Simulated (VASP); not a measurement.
# CuI (Cmcm) in VASP: further runs

CuI is run at these levels: PBEsol; tasks: single point, relaxation of volume and atoms at fixed shape.

Program: VASP 6.6.1. These are calculated values, not measurements. Logs are shortened: lines on timing, memory, paths and dates and some standing lists are left out, and cuts for length are marked.

**1. The cell of the first run**

The structure is orthorhombic, space group Cmcm (No. 63). The conventional cell has a = 7.336 Å, b = 7.292 Å, c = 4.232 Å, α = 90.00°, β = 90.00°, γ = 90.00°. Cu (site symmetry m2m) has 2 Cu at 2.43 Å and 3 I at 2.54 to 2.60 Å within 3.2 Å. Within 3.4 Å of I (site symmetry m2m) lie 3 Cu at 2.54 to 2.60 Å.

**2. Single point, PBEsol**

The input, INCAR:

```
SYSTEM = CuI
PREC = Accurate
ENCUT = 520
EDIFF = 1E-6
ISMEAR = 0
SIGMA = 0.01
LREAL = .FALSE.
LASPH = .TRUE.
NELM = 80
ALGO = Normal
ISIF = 2
LWAVE = .FALSE.
LCHARG = .FALSE.
GGA = PS
NBANDS = 26
```

The input, KPOINTS:

```
regular mesh
0
G
  3 3 4
  0 0 0
```

The input, POSCAR:

```
CuI
1.0
    5.1718299745      0.0000000000      0.0000000000
    0.0306810504      5.1717389685      0.0000000000
    0.0000000000      0.0000000000      4.2316601696
Cu I
2 2
Direct
    0.4182677216      0.5817322784      0.7500000000
    0.5817322784      0.4182677216      0.2500000000
    0.7742270034      0.2257729966      0.7500000000
    0.2257729966      0.7742270034      0.2500000000
```

Potentials or basis: VASP PAW PBE potentials, release 64 (Cu, I).

Launch:

```
$ cat potpaw_PBE.64/Cu/POTCAR potpaw_PBE.64/I/POTCAR > POTCAR
$ mpirun -np 1 vasp_std > vasp.out
```

OUTCAR:

```text
SYSTEM = CuI
   PREC = Accurate
   ENCUT = 520
   EDIFF = 1E-6
   ISMEAR = 0
   LREAL = .FALSE.
   LASPH = .TRUE.
   NELM = 80
   ISIF = 2
   GGA = PS

 ion  position               nearest neighbor table
   1  0.418  0.582  0.750-   2 2.43   2 2.43   4 2.54   4 2.54   3 2.60
   2  0.582  0.418  0.250-   1 2.43   1 2.43   3 2.54   3 2.54   4 2.60
   3  0.774  0.226  0.750-   2 2.54   2 2.54   1 2.60
   4  0.226  0.774  0.250-   1 2.54   1 2.54   2 2.60

  LATTYP: Found a base centered orthorhombic cell.
 ALAT       =     7.2923450424
 B/A-ratio  =     1.0059500405
 C/A-ratio  =     0.5802879794

  Lattice vectors:

 A1 = (  -0.0306810504,  -5.1717389685,   0.0000000000)
 A2 = (   5.1718299745,   0.0000000000,   0.0000000000)
 A3 = (   0.0000000000,   0.0000000000,   4.2316601696)

Analysis of symmetry for initial positions (statically):
=====================================================================
 Subroutine PRICEL returns:
 Original cell was already a primitive cell.

 Routine SETGRP: Setting up the symmetry group for a
 base centered orthorhombic supercell.

 Subroutine GETGRP returns: Found  8 space group operations
 (whereof  4 operations were pure point group operations)
 out of a pool of  8 trial point group operations.

The static configuration has the point symmetry C_2h.
 The point group associated with its full space group is D_2h.

Analysis of symmetry for dynamics (positions and initial velocities):
=====================================================================
 Subroutine PRICEL returns:
 Original cell was already a primitive cell.

 Routine SETGRP: Setting up the symmetry group for a
 base centered orthorhombic supercell.

 Subroutine GETGRP returns: Found  8 space group operations
 (whereof  4 operations were pure point group operations)
 out of a pool of  8 trial point group operations.

The dynamic configuration has the point symmetry C_2h.
 The point group associated with its full space group is D_2h.

 Subroutine INISYM returns: Found  8 space group operations
 (whereof  4 operations are pure point group operations),
 and found     1 'primitive' translations

----------------------------------------------------------------------------------------

                                     Primitive cell

  volume of cell :     113.1857

  direct lattice vectors                    reciprocal lattice vectors
     5.171829974  0.000000000  0.000000000     0.193355158 -0.001147069  0.000000000
     0.030681050  5.171738968  0.000000000     0.000000000  0.193358560  0.000000000
     0.000000000  0.000000000  4.231660170     0.000000000  0.000000000  0.236313872

  length of vectors
     5.171829974  5.171829975  4.231660170     0.193358560  0.193358560  0.236313872

  position of ions in fractional coordinates (direct lattice)
     0.418267722  0.581732278  0.750000000
     0.581732278  0.418267722  0.250000000
     0.774227003  0.225772997  0.750000000
     0.225772997  0.774227003  0.250000000

  ion indices of the primitive-cell ions
   primitive index   ion index
                 1           1
                 2           2
                 3           3
                 4           4

----------------------------------------------------------------------------------------

 KPOINTS: regular mesh

Automatic generation of k-mesh.
 Grid dimensions read from file:
 generate k-points for:    3    3    4

 Generating k-lattice:

  Cartesian coordinates                     Fractional coordinates (reciprocal lattice)
     0.064451719 -0.000382356  0.000000000     0.333333333 -0.000000000  0.000000000
     0.000000000  0.064452853  0.000000000     0.000000000  0.333333333  0.000000000
     0.000000000  0.000000000  0.059078468     0.000000000  0.000000000  0.250000000

  Length of vectors
     0.064452853  0.064452853  0.059078468

  Shift w.r.t. Gamma in fractional coordinates (k-lattice)
     0.000000000  0.000000000  0.000000000

 Subroutine IBZKPT returns following result:
 ===========================================

 Found     12 irreducible k-points:

 Following reciprocal coordinates:
            Coordinates               Weight
  0.000000  0.000000  0.000000      1.000000
  0.333333  0.000000  0.000000      4.000000
  0.333333  0.333333  0.000000      2.000000
 -0.333333  0.333333  0.000000      2.000000
  0.000000  0.000000  0.250000      2.000000
  0.333333  0.000000  0.250000      8.000000
  0.333333  0.333333  0.250000      4.000000
 -0.333333  0.333333  0.250000      4.000000
  0.000000  0.000000  0.500000      1.000000
  0.333333  0.000000  0.500000      4.000000
  0.333333  0.333333  0.500000      2.000000
 -0.333333  0.333333  0.500000      2.000000
   k-points           NKPTS =     12   k-points in BZ     NKDIM =     12   number of bands    NBANDS=     26
   number of dos      NEDOS =    301   number of ions     NIONS =      4
   total plane-waves  NPLWV =  51200
   dimension x,y,z NGX =    40 NGY =   40 NGZ =   32
   dimension x,y,z NGXF=    80 NGYF=   80 NGZF=   64
   ions per type =               2   2
   NGX,Y,Z   is equivalent  to a cutoff of  12.86, 12.86, 12.57 a.u.
   NGXF,Y,Z  is equivalent  to a cutoff of  25.72, 25.72, 25.14 a.u.
 SYSTEM =  CuI
   PREC   = accura    normal or accurate (medium, high low for compatibility)
   ISTART =      0    job   : 0-new  1-cont  2-samecut
   ICHARG =      2    charge: 1-file 2-atom 10-const
   ISPIN  =      1    spin polarized calculation?
   LNONCOLLINEAR =      F non collinear calculations
   LSORBIT =      F    spin-orbit coupling
   LASPH  =      T    aspherical Exc in radial PAW
   ENCUT  =  520.0 eV  38.22 Ry    6.18 a.u.   9.62  9.62  7.87*2*pi/ulx,y,z
   NELM   =     80;   NELMIN=  2; NELMDL= -5     # of ELM steps
   EDIFF  = 0.1E-05   stopping-criterion for ELM
   LREAL  =      F    real-space projection
   EDIFFG = 0.1E-04   stopping-criterion for IOM
   NSW    =      0    number of steps for IOM
   IBRION =     -1    ionic relax: 0-MD 1-quasi-New 2-CG
   NFREE  =      0    steps in history (QN), initial steepest desc. (CG)
   ISIF   =      2    stress and relaxation
   ISYM   =      2    0-nonsym 1-usesym 2-fastsym
   POTIM  = 0.5000    time-step for ionic-motion
   TEBEG  =    0.0;   TEEND  =   0.0 temperature during run
   PSTRESS=    0.0 pullay stress
   NELECT =      36.0000    total number of electrons
   NUPDOWN=      -1.0000    fix difference up-down
   EMIN   =  10.00;   EMAX   =-10.00  energy-range for DOS
   EFERMI =   0.00;   METHOD = LEGACY
   ISMEAR =     0;   SIGMA  =   0.01  broadening in eV -4-tet -1-fermi 0-gaus
   EFERMI_NEDOS =   21; number of points for ismear=-14 and -15
   IALGO  =     38    algorithm
   IMIX   =      4    mixing-type and parameters
     AMIX     =   0.40;   BMIX     =  1.00
     AMIX_MAG =   1.60;   BMIX_MAG =  1.00
  volume/ion in A,a.u.               =      28.30       190.95
  Fermi-wavevector in a.u.,A,eV,Ry     =   1.117494  2.111757 16.990852  1.248792
  Thomas-Fermi vector in A             =   2.254117
   LORBIT       =      0    0 simple, 1 ext, 2 COOP (PROOUT), +10 PAW based schemes
   GGA     = PS    functional components
   LHFCALC =     F    Hartree Fock is set to
   AEXX    =    0.0000 exact exchange contribution
   IVDW    =     0    specifies the selected vdW correction
   LEPSILON=     F    determine dielectric tensor
   LRPA    =     F    only Hartree local field effects (RPA)
 non-spin polarized calculation
 Gauss-broadening in eV      SIGMA  =   0.01
  energy-cutoff  :      520.00
  volume of cell :      113.19
 maximum number of plane-waves:      3075
 NGX is ok and might be reduce to    40
   NGX = 19   NGY = 19   NGZ = 15

 number of electron      36.0000030 magnetization

 Free energy of the ion-electron system (eV)
  ---------------------------------------------------
  ext. energy  EPLUGINS =         0.00000000
  ---------------------------------------------------
  free energy    TOTEN  =       -12.33324287 eV

  energy without entropy =      -12.33324287  energy(sigma->0) =      -12.33324287

 E-fermi :   4.3783     XC(G=0):  -9.0433

 val. band max:        4.2948058303   @ k =   0.0000   0.0000   0.0000
 cond. band min:       5.1829731170   @ k =   0.0000   0.0000   0.0000
 fundamental gap:      0.8881672867
 Fermi energy:         4.3783189553

 k-point     1 :       0.0000    0.0000    0.0000
  band No.  band energies     occupation
      1      -9.8424      2.00000
      2      -8.9807      2.00000
      3      -1.5504      2.00000
      4      -0.1408      2.00000
      5       0.0880      2.00000
      6       0.0884      2.00000
[... 18 lines left out ...]
     25      12.3664      0.00000
     26      12.6904      0.00000

 k-point     2 :       0.3333    0.0000    0.0000
  band No.  band energies     occupation
      1      -9.6322      2.00000
      2      -9.1969      2.00000
      3      -1.3114      2.00000
      4      -0.5874      2.00000
      5      -0.1186      2.00000
      6       0.2924      2.00000
[... 18 lines left out ...]
     25      11.7974      0.00000
     26      12.0466      0.00000

 k-point     3 :       0.3333    0.3333    0.0000
  band No.  band energies     occupation
      1      -9.5733      2.00000
      2      -9.1991      2.00000
      3      -1.9839      2.00000
      4      -0.1101      2.00000
      5      -0.0670      2.00000
      6       0.0257      2.00000
[... 18 lines left out ...]
     25      11.4047      0.00000
     26      11.7409      0.00000

 k-point     4 :      -0.3333    0.3333    0.0000
  band No.  band energies     occupation
      1      -9.4355      2.00000
      2      -9.3541      2.00000
      3      -1.6328      2.00000
      4      -0.4436      2.00000
      5      -0.3087      2.00000
      6      -0.1695      2.00000
[... 18 lines left out ...]
     25      11.3255      0.00000
     26      11.4864      0.00000
[... 148 lines left out ...]
      1      -9.1563      2.00000
      2      -9.1563      2.00000
      3      -1.6736      2.00000
      4      -1.6736      2.00000
      5       0.1650      2.00000
      6       0.1650      2.00000
[... 18 lines left out ...]
     25      12.5294      0.00000
     26      12.5294      0.00000

 k-point    11 :       0.3333    0.3333    0.5000
  band No.  band energies     occupation
      1      -9.1341      2.00000
      2      -9.1341      2.00000
      3      -1.4312      2.00000
      4      -1.4312      2.00000
      5      -0.2528      2.00000
      6      -0.2528      2.00000
[... 18 lines left out ...]
     25      11.9934      0.00000
     26      11.9934      0.00000

 k-point    12 :      -0.3333    0.3333    0.5000
  band No.  band energies     occupation
      1      -9.1325      2.00000
      2      -9.1325      2.00000
      3      -1.6234      2.00000
      4      -1.6234      2.00000
      5       0.0904      2.00000
      6       0.0904      2.00000
[... 18 lines left out ...]
     25      12.7571      0.00000
     26      12.7571      0.00000

------------------------ aborting loop because EDIFF is reached ----------------------------------------

  FORCE on cell =-STRESS in cart. coord.  units (eV):
  Direction    XX          YY          ZZ          XY          YZ          ZX
  --------------------------------------------------------------------------------------
  -------------------------------------------------------------------------------------
  Total       -0.1161373     -0.1153476      0.7264382     -0.0665589      0.0000000      0.0000000
  in kB       -1.6439584     -1.6327797     10.2829481     -0.9421603      0.0000000      0.0000000
  external PRESSURE =       2.3354033 kB  Pullay stress =       0.0000000 kB

 VOLUME and BASIS-vectors are now :
 -----------------------------------------------------------------------------
  energy-cutoff  :      520.00
  volume of cell :      113.19
      direct lattice vectors                 reciprocal lattice vectors
     5.171829974  0.000000000  0.000000000     0.193355158 -0.001147069  0.000000000
     0.030681050  5.171738968  0.000000000     0.000000000  0.193358560  0.000000000
     0.000000000  0.000000000  4.231660170     0.000000000  0.000000000  0.236313872

 POSITION                                       TOTAL-FORCE (eV/Angst)
 -----------------------------------------------------------------------------------
      2.18106      3.00857      3.17375        -0.017169      0.017271     -0.000000
      3.02145      2.16317      1.05792         0.017169     -0.017271      0.000000
      4.01110      1.16764      3.17375         0.023873     -0.024015      0.000000
      1.19141      4.00410      1.05792        -0.023873      0.024015     -0.000000
 -----------------------------------------------------------------------------------
    total drift:                               -0.000000      0.000000     -0.000000

  FREE ENERGIE OF THE ION-ELECTRON SYSTEM (eV)
  ---------------------------------------------------
  free  energy   TOTEN  =       -12.3332428711 eV

  energy  without entropy=      -12.3332428711  energy(sigma->0) =      -12.33324287
```

Wall time 46 s (1 thread of Intel Xeon Platinum 8375C at 2.90GHz (Ice Lake), shared host); peak memory 0.23 GiB.

Results:

| Quantity | Value |
| --- | --- |
| Free energy | -12.3332 eV |
| Pressure | 0.2 GPa |
| Largest force | 0.034 eV/Å |
| Band gap on the k mesh | 0.89 eV |

Forces in eV/Å, atoms in the order of the input:
```
Cu  -0.017  0.017  0.000
Cu   0.017 -0.017  0.000
I    0.024 -0.024  0.000
I   -0.024  0.024  0.000
```

Levels at points of the mesh, in eV from the valence-band top:
| k point | band 14 | band 15 | band 16 | band 17 | band 18 | band 19 | band 20 | band 21 | band 22 | band 23 |
| --- | --- | --- | --- | --- | --- | --- | --- | --- | --- | --- |
| (0.00, 0.00, 0.00) | -1.99 | -1.99 | -1.63 | -1.05 | 0.00 | 0.89 | 1.42 | 2.38 | 4.47 | 5.03 |
| (0.00, 0.00, 0.50) | -2.11 | -2.01 | -2.01 | -1.75 | -1.75 | 3.67 | 3.67 | 3.69 | 3.69 | 5.67 |

Caveat: the PAW data sets were made with another functional, which shifts forces and pressure a little; spin-orbit coupling is left out, which moves the levels of the heavy elements.

**3. Relaxation of volume and atoms at fixed shape, PBEsol**

This run uses another cell than the first one, of 29.83 Å³/atom.

The input, INCAR:

```
SYSTEM = CuI
PREC = Accurate
ENCUT = 600
EDIFF = 1E-6
ISMEAR = 0
SIGMA = 0.01
LREAL = .False.
LASPH = .True.
NELM = 60
ALGO = Normal
ISIF = 8
LWAVE = .False.
LCHARG = .False.
GGA = PS
IBRION = 2
NSW = 80
EDIFFG = -0.05
```

The input, KPOINTS:

```
regular mesh
0
Gamma
  3 3 4
  0 0 0
```

The input, POSCAR:

```
CuI
1.0
    5.2639060000      0.0000000000      0.0000000000
    0.0312272766      5.2638133738      0.0000000000
    0.0000000000      0.0000000000      4.3069980000
Cu I
2 2
Direct
    0.4204390000      0.5795610000      0.7500000000
    0.5795610000      0.4204390000      0.2500000000
    0.7700430000      0.2299570000      0.7500000000
    0.2299570000      0.7700430000      0.2500000000
```

Potentials or basis: VASP PAW PBE potentials, release 64 (Cu, I).

Launch:

```
$ cat potpaw_PBE.64/Cu/POTCAR potpaw_PBE.64/I/POTCAR > POTCAR
$ mpirun -np 1 vasp_std > vasp.out
```

Wall time 5.7 min (1 thread of Intel Xeon Platinum 8375C at 2.90GHz (Ice Lake), shared host); peak memory 0.27 GiB.

It converged, with:

```yaml
Free_energy: -12.3340 eV
Relaxed_volume: 28.80 Å³/atom
Relaxed_cell: a = 5.202 Å, b = 5.202 Å, c = 4.257 Å, α = 90.00°, β = 90.00°, γ = 89.66°
Space_group_after_relaxing_to_0.1_Å: Cmcm (No. 63)
Energy_gained_by_relaxing: 3.7 meV/atom
Ionic_steps: 11
Pressure_after_relaxing: -0.2 GPa
Largest_force_after_relaxing: 0.012 eV/Å
Band_gap_on_the_k_mesh: 0.91 eV
```

Forces in eV/Å, atoms in the order of the input:
```
Cu   0.004 -0.004  0.000
Cu  -0.004  0.004  0.000
I    0.008 -0.008  0.000
I   -0.008  0.008  0.000
```

Stress tensor (GPa, compression positive):
```
-0.41  0.04  0.00
 0.04 -0.41  0.00
 0.00  0.00  0.14
```

Step by step:
| step | energy change (eV) | largest force (eV/Å) | pressure (GPa) | volume (Å³) |
| --- | --- | --- | --- | --- |
| 1 | 0.0000 | 0.1476 | -1.09 | 119.34 |
| 2 | -0.0100 | 0.1693 | -0.85 | 115.87 |
| 3 | 0.0506 | 0.7662 | 3.04 | 110.49 |
| 4 | -0.0064 | 0.2682 | 0.71 | 114.88 |
| 5 | -0.0087 | 0.2141 | 0.42 | 115.41 |
| 6 | -0.0093 | 0.1953 | 0.50 | 115.60 |
| 7 | -0.0097 | 0.1817 | 0.41 | 115.74 |
| 8 | -0.0113 | 0.0351 | -0.38 | 117.00 |
| 9 | -0.0118 | 0.0644 | -0.19 | 116.54 |
| 10 | -0.0129 | 0.0509 | -0.16 | 116.21 |
| 11 | -0.0150 | 0.0119 | -0.23 | 115.20 |

Final structure:
```cif
data_structure
_symmetry_space_group_name_H-M 'P 1'
_symmetry_Int_Tables_number 1
_cell_length_a 5.2023
_cell_length_b 5.2023
_cell_length_c 4.2566
_cell_angle_alpha 90.000
_cell_angle_beta 90.000
_cell_angle_gamma 89.660
_cell_volume 115.20
loop_
_atom_site_label
_atom_site_type_symbol
_atom_site_fract_x
_atom_site_fract_y
_atom_site_fract_z
_atom_site_occupancy
Cu1 Cu 0.41817 0.58183 0.75000 1
Cu2 Cu 0.58183 0.41817 0.25000 1
I1 I 0.77216 0.22784 0.75000 1
I2 I 0.22784 0.77216 0.25000 1
```

Levels at points of the mesh, in eV from the valence-band top:
| k point | band 15 | band 16 | band 17 | band 18 | band 19 | band 20 | band 21 | band 22 |
| --- | --- | --- | --- | --- | --- | --- | --- | --- |
| (0.00, 0.00, 0.00) | -1.95 | -1.59 | -1.01 | 0.00 | 0.91 | 1.50 | 2.36 | 4.48 |
| (0.00, 0.00, 0.50) | -1.97 | -1.97 | -1.70 | -1.70 | 3.67 | 3.67 | 3.68 | 3.68 |

Caveat: the PAW data sets were made with another functional, which shifts forces and pressure a little; spin-orbit coupling is left out, which moves the levels of the heavy elements.
